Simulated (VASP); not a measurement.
Set up this calculation in VASP 6.6.1, as the native input.

```yaml
Task: single point
Functional: LDA
Potentials_or_basis: VASP PAW LDA potentials, release 64 (Cu_sv_GW)
Cutoff: 700 eV
k_mesh: 20 × 20 × 20
Occupations: gaussian, width 0.1 eV
Spin: no spin polarisation
Dipole_correction: no
Second_run: valence_matched
Further_INCAR_settings: ALGO = Normal; EDIFF = 1e-06; NBANDS = 16
```

The structure of Cu lies in POSCAR:

```
Cu
1.0
   -1.4275229678      1.4275229678      1.3411469825
    1.4275229678     -1.4275229678      1.3411469825
    1.4275229678      1.4275229678     -1.3411469825
Cu
1
Direct
    0.0000000000      0.0000000000      0.0000000000
```

The input as run:

INCAR

```
PREC     = Accurate       # precision mode
ENCUT    = 700            # plane-wave cutoff, eV
EDIFF    = 1E-6           # SCF threshold, eV
ISMEAR   = 0              # smearing method
SIGMA    = 0.1            # smearing width, eV
LREAL    = F              # projectors in reciprocal space
LASPH    = T              # aspherical terms in the spheres
NELM     = 120            # most SCF steps
ALGO     = Normal         # electronic algorithm
ISIF     = 2              # what is computed and relaxed
LWAVE    = F              # write WAVECAR
LCHARG   = F              # write CHGCAR
NBANDS   = 16             # bands
GGA_COMPAT= F
```

KPOINTS

```
regular mesh
0
Gamma
  20 20 20
```

Potentials or basis: VASP PAW LDA potentials, release 64 (Cu_sv_GW).

Run with:

```sh
$ cat potpaw_LDA.64/Cu_sv_GW/POTCAR > POTCAR
$ mpirun -np 1 vasp_std > vasp.out
```

It gave:

```yaml
Pressure: -4.4 GPa
```

Wall time 58 s on 1 thread of Intel(R) Xeon(R) 6975P-C (Granite Rapids) (shared host), peak memory 0.31 GiB.
